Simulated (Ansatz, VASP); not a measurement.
InP: VASP beside Ansatz

Contents of INCAR:

```
SYSTEM = InP
PREC = Accurate
ENCUT = 520
EDIFF = 1E-6
ISMEAR = 0
SIGMA = 0.15
LREAL = .FALSE.
LASPH = .TRUE.
NELM = 60
ALGO = Normal
ISIF = 2
LWAVE = .FALSE.
LCHARG = .FALSE.
GGA = PE
NBANDS = 16
```

The input KPOINTS:

```
regular mesh
0
G
  18 18 18
  0 0 0
```

File POSCAR:

```
InP
1.0
    0.0000000000      2.7701604164      2.6593539997
    2.7701604164      0.0000000000      2.6593539997
    2.7701604164      2.7701604164      0.0000000000
In P
1 1
Direct
    0.0000000000      0.0000000000      0.0000000000
    0.5000000000      0.5000000000      0.5000000000
```

Input for Ansatz:

```yaml
crystal:
  lattice:
    - [0.0, 2.7701604164, 2.6593539997]
    - [2.7701604164, 0.0, 2.6593539997]
    - [2.7701604164, 2.7701604164, 0.0]
  atoms:
    - { symbol: In, position: [0.0, 0.0, 0.0] }
    - { symbol: P, position: [0.5, 0.5, 0.5] }
basis:
  ecutwfc: 420
kpoints:
  mp_grid: { grid: [18, 18, 18] }
hamiltonian:
  xc: pbe
scf:
  occupations: { method: gaussian, width: 0.15 }
output:
  forces: true
  stress: true
  eigenvalues: true
```

Change from the starting cell: strain -0.0400 x Voigt [0, 0, 1, 0, 0, 0], atoms carried along.

Alike in both runs: task single point; functional PBE; k mesh 18 × 18 × 18; occupations gaussian, width 0.15 eV; no spin polarisation.

|  | VASP | Ansatz |
| --- | --- | --- |
| version | VASP 6.6.1 | Ansatz 0.2.0 |
| potentials or method | VASP PAW PBE potentials, release 64 (In_d, P), cutoff 520 eV | scalar-relativistic, plane waves, PAW |
| valence electrons in the cell | 18 | 18 |

Ansatz gave:

```
gap on the k mesh at the Fermi level (eV)                     : none
pressure (GPa)                                                : 3.6
traceless stress, the component that is largest in VASP (GPa) : 3.86
```

Q: What did VASP give for the same quantities?

A: gap on the k mesh at the Fermi level (eV): none; pressure (GPa): 3.5; traceless stress, the component that is largest in VASP (GPa): 3.85.

A gap of «none» marks a metal or a gap that the smearing closes. The functional is the same, so the differences come from potentials, cutoffs and numerics.
